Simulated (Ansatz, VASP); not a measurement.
## Al2Cu: VASP beside Ansatz

The input INCAR:

```
SYSTEM = Al2Cu
ALGO = Fast ; EDIFF = 1E-6
ENCUT = 520 ; GGA = PS
ISIF = 2 ; ISMEAR = 0
LASPH = .TRUE. ; LCHARG = .TRUE.
LELF = .TRUE. ; LREAL = .FALSE.
LVHAR = .TRUE. ; LWAVE = .FALSE.
NBANDS = 16 ; NELM = 60
PREC = Accurate ; SIGMA = 0.15
```

The input KPOINTS:

```
k-points
0
G
  16 16 16
  0 0 0
```

The input POSCAR:

```
Al2Cu
1.0
   -1.9638926004      1.9638926004      2.8630136658
    1.9638926004     -1.9638926004      2.8630136658
    1.9638926004      1.9638926004     -2.8630136658
Al Cu
2 1
Direct
    0.7500000000      0.2500000000      0.5000000000
    0.2500000000      0.7500000000      0.5000000000
    0.5000000000      0.5000000000      0.0000000000
```

Input for Ansatz:

```yaml
crystal:
  lattice:
    - [-1.9638926004, 1.9638926004, 2.8630136658]
    - [1.9638926004, -1.9638926004, 2.8630136658]
    - [1.9638926004, 1.9638926004, -2.8630136658]
  atoms:
    - { symbol: Al, position: [0.75, 0.25, 0.5] }
    - { symbol: Al, position: [0.25, 0.75, 0.5] }
    - { symbol: Cu, position: [0.5, 0.5, 0.0] }
basis:
  ecutwfc: 420
kpoints:
  mp_grid: { grid: [16, 16, 16] }
hamiltonian:
  xc: pbesol
scf:
  occupations: { method: gaussian, width: 0.15 }
output:
  forces: true
  stress: true
  eigenvalues: true
```

Change from the starting cell: strain -0.030 along x and y, +0.000 along z, atoms carried along.

Alike in both runs: task single point; functional PBEsol; k mesh 16 × 16 × 16; occupations gaussian, width 0.15 eV; no spin polarisation.

|  | VASP | Ansatz |
| --- | --- | --- |
| version | VASP 6.6.1 | Ansatz 0.2.0 |
| potentials or method | VASP PAW PBE potentials, release 64 (Al, Cu), cutoff 520 eV | scalar-relativistic, plane waves, PAW |
| valence electrons in the cell | 17 | 25 |

VASP gave:

* gap on the k mesh at the Fermi level (eV): none
* pressure (GPa): 7.9
* traceless stress, the component that is largest in VASP (GPa): -2.30

Question: Which values does Ansatz return?

Answer: gap on the k mesh at the Fermi level (eV): none; pressure (GPa): 7.4; traceless stress, the component that is largest in VASP (GPa): -2.30.

VASP's potentials were made for PBE, not for PBEsol. A gap of «none» marks a metal or a gap that the smearing closes. VASP's potentials hold 17 valence electrons a cell and Ansatz's 25, so a difference there can come from the potentials and not from the codes.
